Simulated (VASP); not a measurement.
# Os (P6_3/mmc) in VASP: a series of runs

Os is run at these levels: PBE; tasks: single point, relaxation of cell and atoms.

Everything below comes from runs of VASP 6.6.1. Logs are shortened: lines on timing, memory, paths and dates and some standing lists are left out, and cuts for length are marked.

## Step 1: The cell of the first run

Symmetry: P6_3/mmc, No. 194, hexagonal system. Conventional cell: a = 2.840 Å, b = 2.840 Å, c = 4.477 Å, α = 90.00°, β = 90.00°, γ = 120.00°. Os (site symmetry -6m2) has 12 Os at 2.77 to 2.84 Å within 3.7 Å.

## Step 2: Single point, PBE

INCAR reads:

```
PREC = Accurate
ENCUT = 600
EDIFF = 1E-6
ISMEAR = -1
SIGMA = 0.05
LREAL = False
LASPH = True
NELM = 120
ALGO = Normal
ISIF = 2
LWAVE = False
LCHARG = False
GGA = PE
NBANDS = 15
GGA_COMPAT = False
```

KPOINTS reads:

```
regular mesh
0
Gamma
  17 17 9
```

POSCAR reads:

```
Os
1.0
    2.8396368918      0.0000000000      0.0000000000
   -1.4198184459      2.4591976858      0.0000000000
    0.0000000000      0.0000000000      4.4768554121
Os
2
Direct
    0.3333333333      0.6666666667      0.2500000000
    0.6666666667      0.3333333333      0.7500000000
```

Potentials or basis: VASP PAW PBE potentials, release 64 (Os).

Command:

```sh
> cat potpaw_PBE.64/Os/POTCAR > POTCAR
> mpirun -np 1 vasp_std > vasp.out
```

OUTCAR:

```text
PREC = Accurate
   ENCUT = 600
   EDIFF = 1E-6
   ISMEAR = -1
   LREAL = False
   LASPH = True
   NELM = 120
   ISIF = 2
   GGA = PE

 ion  position               nearest neighbor table
   1  0.333  0.667  0.250-   2 2.77   2 2.77   2 2.77   2 2.77   2 2.77   2 2.77
   2  0.667  0.333  0.750-   1 2.77   1 2.77   1 2.77   1 2.77   1 2.77   1 2.77

  LATTYP: Found a hexagonal cell.
 ALAT       =     2.8396368918
 C/A-ratio  =     1.5765591104

  Lattice vectors:

 A1 = (   2.8396368918,   0.0000000000,   0.0000000000)
 A2 = (  -1.4198184459,   2.4591976858,   0.0000000000)
 A3 = (   0.0000000000,   0.0000000000,   4.4768554121)

Analysis of symmetry for initial positions (statically):
=====================================================================
 Subroutine PRICEL returns:
 Original cell was already a primitive cell.

 Routine SETGRP: Setting up the symmetry group for a
 hexagonal supercell.

 Subroutine GETGRP returns: Found 24 space group operations
 (whereof 12 operations were pure point group operations)
 out of a pool of 24 trial point group operations.

The static configuration has the point symmetry D_3d.
 The point group associated with its full space group is D_6h.

Analysis of symmetry for dynamics (positions and initial velocities):
=====================================================================
 Subroutine PRICEL returns:
 Original cell was already a primitive cell.

 Routine SETGRP: Setting up the symmetry group for a
 hexagonal supercell.

 Subroutine GETGRP returns: Found 24 space group operations
 (whereof 12 operations were pure point group operations)
 out of a pool of 24 trial point group operations.

The dynamic configuration has the point symmetry D_3d.
 The point group associated with its full space group is D_6h.

 Subroutine INISYM returns: Found 24 space group operations
 (whereof 12 operations are pure point group operations),
 and found     1 'primitive' translations

----------------------------------------------------------------------------------------

                                     Primitive cell

  volume of cell :      31.2629

  direct lattice vectors                    reciprocal lattice vectors
     2.839636892  0.000000000  0.000000000     0.352157701  0.203318344  0.000000000
    -1.419818446  2.459197686  0.000000000     0.000000000  0.406636687  0.000000000
     0.000000000  0.000000000  4.476855412     0.000000000  0.000000000  0.223371074

  length of vectors
     2.839636892  2.839636892  4.476855412     0.406636687  0.406636687  0.223371074

  position of ions in fractional coordinates (direct lattice)
     0.333333333  0.666666667  0.250000000
     0.666666667  0.333333333  0.750000000

  ion indices of the primitive-cell ions
   primitive index   ion index
                 1           1
                 2           2

----------------------------------------------------------------------------------------

 KPOINTS: regular mesh

Automatic generation of k-mesh.
 Grid dimensions read from file:
 generate k-points for:   17   17    9

 Generating k-lattice:

  Cartesian coordinates                     Fractional coordinates (reciprocal lattice)
     0.020715159  0.011959903  0.000000000     0.058823529 -0.000000000  0.000000000
     0.000000000  0.023919805  0.000000000     0.000000000  0.058823529  0.000000000
     0.000000000  0.000000000  0.024819008     0.000000000  0.000000000  0.111111111

  Length of vectors
     0.023919805  0.023919805  0.024819008

  Shift w.r.t. Gamma in fractional coordinates (k-lattice)
     0.000000000  0.000000000  0.000000000

 Subroutine IBZKPT returns following result:
 ===========================================

 Found    165 irreducible k-points:

 Following reciprocal coordinates:
            Coordinates               Weight
  0.000000  0.000000  0.000000      1.000000
  0.058824 -0.000000  0.000000      6.000000
  0.117647 -0.000000  0.000000      6.000000
  0.176471 -0.000000  0.000000      6.000000
  0.235294 -0.000000  0.000000      6.000000
  0.294118  0.000000  0.000000      6.000000
[... 16 lines left out ...]
  0.411765  0.117647  0.000000     12.000000
  0.176471  0.176471  0.000000      6.000000
 [... further k-points ...]
   k-points           NKPTS =    165   k-points in BZ     NKDIM =    165   number of bands    NBANDS=     15
   number of dos      NEDOS =    301   number of ions     NIONS =      2
   total plane-waves  NPLWV =  20736
   dimension x,y,z NGX =    24 NGY =   24 NGZ =   36
   dimension x,y,z NGXF=    48 NGYF=   48 NGZF=   72
   ions per type =               2
   NGX,Y,Z   is equivalent  to a cutoff of  14.05, 14.05, 13.37 a.u.
   NGXF,Y,Z  is equivalent  to a cutoff of  28.10, 28.10, 26.74 a.u.
 SYSTEM =  unknown system
   PREC   = accura    normal or accurate (medium, high low for compatibility)
   ISTART =      0    job   : 0-new  1-cont  2-samecut
   ICHARG =      2    charge: 1-file 2-atom 10-const
   ISPIN  =      1    spin polarized calculation?
   LNONCOLLINEAR =      F non collinear calculations
   LSORBIT =      F    spin-orbit coupling
   LASPH  =      T    aspherical Exc in radial PAW
   ENCUT  =  600.0 eV  44.10 Ry    6.64 a.u.   5.67  5.67  8.94*2*pi/ulx,y,z
   NELM   =    120;   NELMIN=  2; NELMDL= -5     # of ELM steps
   EDIFF  = 0.1E-05   stopping-criterion for ELM
   LREAL  =      F    real-space projection
[... 7 lines left out ...]
   TEBEG  =    0.0;   TEEND  =   0.0 temperature during run
   PSTRESS=    0.0 pullay stress
   NELECT =      16.0000    total number of electrons
   NUPDOWN=      -1.0000    fix difference up-down
   EMIN   =  10.00;   EMAX   =-10.00  energy-range for DOS
   EFERMI =   0.00;   METHOD = LEGACY
   ISMEAR =    -1;   SIGMA  =   0.05  broadening in eV -4-tet -1-fermi 0-gaus
   EFERMI_NEDOS =   21; number of points for ismear=-14 and -15
   IALGO  =     38    algorithm
   IMIX   =      4    mixing-type and parameters
     AMIX     =   0.40;   BMIX     =  1.00
     AMIX_MAG =   1.60;   BMIX_MAG =  1.00
  volume/ion in A,a.u.               =      15.63       105.49
  Fermi-wavevector in a.u.,A,eV,Ry     =   1.309499  2.474594 23.331089  1.714787
  Thomas-Fermi vector in A             =   2.440093
   LORBIT       =      0    0 simple, 1 ext, 2 COOP (PROOUT), +10 PAW based schemes
   GGA     = PE    functional components
   LHFCALC =     F    Hartree Fock is set to
   AEXX    =    0.0000 exact exchange contribution
   IVDW    =     0    specifies the selected vdW correction
   LEPSILON=     F    determine dielectric tensor
   LRPA    =     F    only Hartree local field effects (RPA)
 non-spin polarized calculation
  energy-cutoff  :      600.00
  volume of cell :       31.26
 maximum number of plane-waves:      1085
 NGX is ok and might be reduce to    24
   NGX = 11   NGY = 11   NGZ = 17

 number of electron      16.0000002 magnetization

 Free energy of the ion-electron system (eV)
  ---------------------------------------------------
  ext. energy  EPLUGINS =         0.00000000
  ---------------------------------------------------
  free energy    TOTEN  =       -22.23390812 eV

  energy without entropy =      -22.22219207  energy(sigma->0) =      -22.22805010

 E-fermi :   7.8743     XC(G=0): -13.4231

 val. band max:        7.8508731952   @ k =   0.2941   0.0000   0.1111
 cond. band min:       7.8861568120   @ k =   0.1176   0.0588   0.3333
 fundamental gap:      0.0352836168
 Fermi energy:         7.8742694087

 k-point     1 :       0.0000    0.0000    0.0000
  band No.  band energies     occupation
      1      -2.0885      2.00000
      2       1.0756      2.00000
      3       5.2736      2.00000
      4       5.2736      2.00000
      5       5.5006      2.00000
      6       5.9758      2.00000
      7       5.9758      2.00000
      8       6.5057      2.00000
      9       6.5057      2.00000
     10       7.9490      0.36648
     11       9.2734      0.00000
     12       9.2734      0.00000
     13      15.6904      0.00000
     14      21.8852      0.00000
     15      24.4871      0.00000

 k-point     2 :       0.0588   -0.0000    0.0000
  band No.  band energies     occupation
      1      -1.9644      2.00000
      2       1.1853      2.00000
      3       5.0142      2.00000
      4       5.3790      2.00000
      5       5.7289      2.00000
      6       5.9069      2.00000
      7       6.0734      2.00000
      8       6.3672      2.00000
      9       6.4228      2.00000
     10       7.3449      1.99995
     11       9.3285      0.00000
     12      10.0594      0.00000
     13      15.6757      0.00000
     14      22.1205      0.00000
     15      24.6439      0.00000

 k-point     3 :       0.1176   -0.0000    0.0000
  band No.  band energies     occupation
      1      -1.6021      2.00000
      2       1.4910      2.00000
      3       4.6347      2.00000
      4       5.6904      2.00000
      5       5.6941      2.00000
      6       5.7939      2.00000
      7       6.0893      2.00000
      8       6.2045      2.00000
      9       6.3607      2.00000
     10       6.7653      2.00000
     11       9.4665      0.00000
     12      11.3491      0.00000
     13      15.6212      0.00000
     14      22.7014      0.00000
     15      25.0405      0.00000
[... 343 lines left out ...]
 k-point    23 :       0.4118    0.1176    0.0000
  band No.  band energies     occupation
      1       1.9785      2.00000
      2       2.0776      2.00000
      3       2.3871      2.00000
      4       4.7642      2.00000
      5       4.8229      2.00000
      6       5.5528      2.00000
      7       6.2905      2.00000
      8       9.3626      0.00000
      9       9.5859      0.00000
     10       9.9184      0.00000
     11      11.5595      0.00000
     12      13.2234      0.00000
     13      16.6631      0.00000
     14      17.1851      0.00000
     15      19.1645      0.00000

 k-point    24 :       0.1765    0.1765    0.0000
  band No.  band energies     occupation
      1       0.7190      2.00000
      2       2.8760      2.00000
      3       3.4472      2.00000
      4       3.4591      2.00000
      5       4.9498      2.00000
      6       5.3501      2.00000
      7       6.1955      2.00000
      8       7.1556      2.00000
      9       8.0846      0.02938
     10       8.8349      0.00000
     11       9.7500      0.00000
     12      15.3357      0.00000
     13      16.0174      0.00000
     14      19.3975      0.00000
     15      20.0046      0.00000

 [... further k-points ...]

------------------------ aborting loop because EDIFF is reached ----------------------------------------

  FORCE on cell =-STRESS in cart. coord.  units (eV):
  Direction    XX          YY          ZZ          XY          YZ          ZX
  --------------------------------------------------------------------------------------
  -------------------------------------------------------------------------------------
  Total       -5.5789844     -5.5789844     -6.0254890      0.0000000      0.0000000     -0.0000000
  in kB     -285.9146530   -285.9146530   -308.7973496      0.0000000      0.0000000     -0.0000000
  external PRESSURE =    -293.5422185 kB  Pullay stress =       0.0000000 kB

 VOLUME and BASIS-vectors are now :
 -----------------------------------------------------------------------------
  energy-cutoff  :      600.00
  volume of cell :       31.26
      direct lattice vectors                 reciprocal lattice vectors
     2.839636892  0.000000000  0.000000000     0.352157701  0.203318344  0.000000000
    -1.419818446  2.459197686  0.000000000     0.000000000  0.406636687  0.000000000
     0.000000000  0.000000000  4.476855412     0.000000000  0.000000000  0.223371074

 POSITION                                       TOTAL-FORCE (eV/Angst)
 -----------------------------------------------------------------------------------
     -0.00000      1.63947      1.11921         0.000000      0.000000      0.000000
      1.41982      0.81973      3.35764        -0.000000     -0.000000      0.000000
 -----------------------------------------------------------------------------------
    total drift:                               -0.000000      0.000000     -0.000000

  FREE ENERGIE OF THE ION-ELECTRON SYSTEM (eV)
  ---------------------------------------------------
  free  energy   TOTEN  =       -22.2339081234 eV

  energy  without entropy=      -22.2221920695  energy(sigma->0) =      -22.22805010
```

Run time: 80 s. Hardware: 1 thread of Intel Xeon 8259CL, shared host; peak memory 0.22 GiB.

Results:

* Free energy: -22.2339 eV
* Pressure: -29.4 GPa
* Band gap on the k mesh: zero (bands 8 and 9 overlap by 3.25 eV)

Stress tensor (GPa, compression positive):
```
-28.59   0.00   0.00
  0.00 -28.59   0.00
  0.00   0.00 -30.88
```

Levels at points of the mesh, in eV from the Fermi level:
| k point | band 6 | band 7 | band 8 | band 9 | band 10 | band 11 |
| --- | --- | --- | --- | --- | --- | --- |
| (0.00, 0.00, 0.00) | -1.90 | -1.90 | -1.37 | -1.37 | 0.07 | 1.40 |

Caveat: the cell stands under tension; spin-orbit coupling is left out, which moves the levels of the heavy elements.

## Step 3: Relaxation of cell and atoms, PBE

This run uses another cell than the first one, of 14.28 Å³/atom.

INCAR reads:

```
SYSTEM = Os
ALGO = Normal
EDIFF = 1E-7
EDIFFG = -0.005
ENCUT = 600
GGA = PE
GGA_COMPAT = .False.
IBRION = 2
ISIF = 3
ISMEAR = -1
LASPH = .True.
LCHARG = .False.
LREAL = .False.
LWAVE = .False.
NELM = 120
NELMIN = 4
NSW = 45
PREC = Accurate
SIGMA = 0.05
```

KPOINTS reads:

```
k-points
0
Gamma
  17 17 9
  0 0 0
```

POSCAR reads:

```
Os
1.0
    2.7554753047      0.0000000000      0.0000000000
   -1.3777376524      2.3863116134      0.0000000000
    0.0000000000      0.0000000000      4.3424529262
Os
2
Direct
    0.3333333333      0.6666666667      0.2500000000
    0.6666666667      0.3333333333      0.7500000000
```

Potentials or basis: VASP PAW PBE potentials, release 64 (Os).

Command:

```sh
> cat potpaw_PBE.64/Os/POTCAR > POTCAR
> mpirun -np 1 vasp_std > vasp.out
```

OUTCAR:

```text
SYSTEM = Os
   EDIFF = 1E-7
   EDIFFG = -0.005
   ENCUT = 600
   GGA = PE
   IBRION = 2
   ISIF = 3
   ISMEAR = -1
   LASPH = .True.
   LREAL = .False.
   NELM = 120
   NELMIN = 4
   NSW = 45
   PREC = Accurate

 ion  position               nearest neighbor table
   1  0.333  0.667  0.250-   2 2.69   2 2.69   2 2.69   2 2.69   2 2.69   2 2.69
   2  0.667  0.333  0.750-   1 2.69   1 2.69   1 2.69   1 2.69   1 2.69   1 2.69

  LATTYP: Found a hexagonal cell.
 ALAT       =     2.7554753047
 C/A-ratio  =     1.5759360713

  Lattice vectors:

 A1 = (   2.7554753047,   0.0000000000,   0.0000000000)
 A2 = (  -1.3777376524,   2.3863116134,   0.0000000000)
 A3 = (   0.0000000000,   0.0000000000,   4.3424529262)

Analysis of symmetry for initial positions (statically):
=====================================================================
 Subroutine PRICEL returns:
 Original cell was already a primitive cell.

 Routine SETGRP: Setting up the symmetry group for a
 hexagonal supercell.

 Subroutine GETGRP returns: Found 24 space group operations
 (whereof 12 operations were pure point group operations)
 out of a pool of 24 trial point group operations.

[... 175 lines left out ...]
  external PRESSURE =      -0.1720220 kB  Pullay stress =       0.0000000 kB
[... 59 lines left out ...]
--------------------------------------- Ionic step        3  -------------------------------------------

 number of electron      16.0000000 magnetization

 Free energy of the ion-electron system (eV)
  ---------------------------------------------------
  ext. energy  EPLUGINS =         0.00000000
  ---------------------------------------------------
  free energy    TOTEN  =       -22.50545709 eV

  energy without entropy =      -22.49573513  energy(sigma->0) =      -22.50059611

 E-fermi :   9.1888     XC(G=0): -13.9411

 val. band max:        9.1654566263   @ k =   0.2941  -0.0000   0.1111
 cond. band min:       9.2006746123   @ k =   0.2941   0.1176   0.2222
 fundamental gap:      0.0352179861
 Fermi energy:         9.1887901395

 k-point     1 :       0.0000    0.0000    0.0000
  band No.  band energies     occupation
      1      -1.5968      2.00000
      2       1.5620      2.00000
      3       6.1919      2.00000
      4       6.1919      2.00000
      5       6.4717      2.00000
      6       7.0125      2.00000
      7       7.0125      2.00000
      8       7.6198      2.00000
      9       7.6198      2.00000
     10       9.2201      0.69640
     11      10.7969      0.00000
     12      10.7969      0.00000
[... 331 lines left out ...]
 k-point    24 :       0.1765    0.1765    0.0000
  band No.  band energies     occupation
      1       1.4479      2.00000
      2       3.5278      2.00000
      3       4.1288      2.00000
      4       4.1337      2.00000
      5       5.8267      2.00000
      6       6.3092      2.00000
      7       7.2915      2.00000
      8       8.3641      2.00000
      9       9.4168      0.02070
     10      10.3084      0.00000
     11      11.3793      0.00000
     12      17.5464      0.00000

 [... further k-points ...]

------------------------ aborting loop because EDIFF is reached ----------------------------------------

  FORCE on cell =-STRESS in cart. coord.  units (eV):
  Direction    XX          YY          ZZ          XY          YZ          ZX
  --------------------------------------------------------------------------------------
  -------------------------------------------------------------------------------------
  Total        0.0033119      0.0033119      0.0050683     -0.0000000     -0.0000000      0.0000000
  in kB        0.1858519      0.1858519      0.2844166     -0.0000000     -0.0000000      0.0000000
  external PRESSURE =       0.2187068 kB  Pullay stress =       0.0000000 kB
[... 17 lines left out ...]
  FREE ENERGIE OF THE ION-ELECTRON SYSTEM (eV)
  ---------------------------------------------------
  free  energy   TOTEN  =       -22.5054570909 eV

  energy  without entropy=      -22.4957351320  energy(sigma->0) =      -22.50059611

 reached required accuracy - stopping structural energy minimisation
```

Run time: 2 min. Hardware: 1 thread of Intel Xeon 8259CL, shared host; peak memory 0.21 GiB.

Results:

```
Free energy               : -22.5055 eV
Energy gained by relaxing : 0.0 meV/atom
Ionic steps               : 3
Pressure after relaxing   : 0.0 GPa
Band gap on the k mesh    : zero (bands 8 and 9 overlap by 3.77 eV)
```

Final structure:
```yaml
crystal:
  lattice:
    - [2.75555, 0.00000, 0.00000]
    - [-1.37777, 2.38638, 0.00000]
    - [0.00000, 0.00000, 4.34182]
  atoms:
    - { symbol: Os, position: [0.33333, 0.66667, 0.25000] }
    - { symbol: Os, position: [0.66667, 0.33333, 0.75000] }
```

Levels at points of the mesh, in eV from the Fermi level:
```
           k point  band 4  band 5  band 6  band 7  band 8  band 9  band 10  band 11  band 12
(0.00, 0.00, 0.00)   -3.00   -2.72   -2.18   -2.18   -1.57   -1.57     0.03     1.61     1.61
```

Caveat: spin-orbit coupling is left out, which moves the levels of the heavy elements.
